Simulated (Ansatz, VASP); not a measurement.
**O in VASP and in Ansatz**

INCAR

```
PREC = Accurate ; ENCUT = 520
EDIFF = 1E-6 ; ISMEAR = 0
SIGMA = 0.1 ; LREAL = F
LASPH = T ; NELM = 100
ALGO = Normal ; ISIF = 2
LWAVE = F ; LCHARG = F
NBANDS = 13
```

Contents of KPOINTS:

```
Automatic mesh
0
Gamma
  12 12 12
```

The input POSCAR:

```
O
1.0
    0.0000000000      1.8898850000      3.8988370000
    1.5017730000      0.0000000000      3.8988370000
    1.5017730000      1.8898850000      0.0000000000
O
2
Direct
    0.5789020000      0.5789020000      0.4210980000
    0.4210980000      0.4210980000      0.5789020000
```

Contents of input.yaml:

```yaml
crystal:
  lattice:
    - [0.0, 1.889885, 3.898837]
    - [1.501773, 0.0, 3.898837]
    - [1.501773, 1.889885, 0.0]
  atoms:
    - { symbol: O, position: [0.578902, 0.578902, 0.421098] }
    - { symbol: O, position: [0.421098, 0.421098, 0.578902] }
kpoints:
  mp_grid: { grid: [12, 12, 12] }
scf:
  occupations: { method: gaussian, width: 0.1 }
hamiltonian:
  xc: lda
  pseudopotentials: { kind: all_electron, lapw: { basis_error: 0.001 } }
output:
  forces: true
  stress: true
  eigenvalues: true
```

Alike in both runs: task single point; functional LDA; k mesh 12 × 12 × 12; occupations gaussian, width 0.1 eV; no spin polarisation.

```csv
,VASP,Ansatz
version,VASP 6.6.1,Ansatz 0.2.0
potentials or method,"VASP PAW LDA potentials, release 64 (O), cutoff 520 eV","all-electron LAPW, scalar-relativistic"
```

```tsv
	VASP	Ansatz	Ansatz less VASP
gap on the k mesh at the Fermi level (eV)	none	none	-
pressure (GPa)	-8.2	-11.4	-3.27
traceless stress, the component that is largest in VASP (GPa)	2.66	6.21	+3.546
rms of the force components (eV/Å)	0.508	1.208	+0.7004
```

LDA's correlation is that of Perdew and Zunger in VASP and of Perdew and Wang (1992) in Ansatz. Atom by atom the forces differ by 0.700 eV/Å (rms over components). A gap of «none» marks a metal or a gap that the smearing closes. Ansatz ran all-electron here, and VASP with PAW potentials.

Noted on VASP's run: the standard files for N, O and F lose accuracy on very short bonds; spin is off for a triplet molecule. Noted on Ansatz's run: spin is off for a triplet molecule.
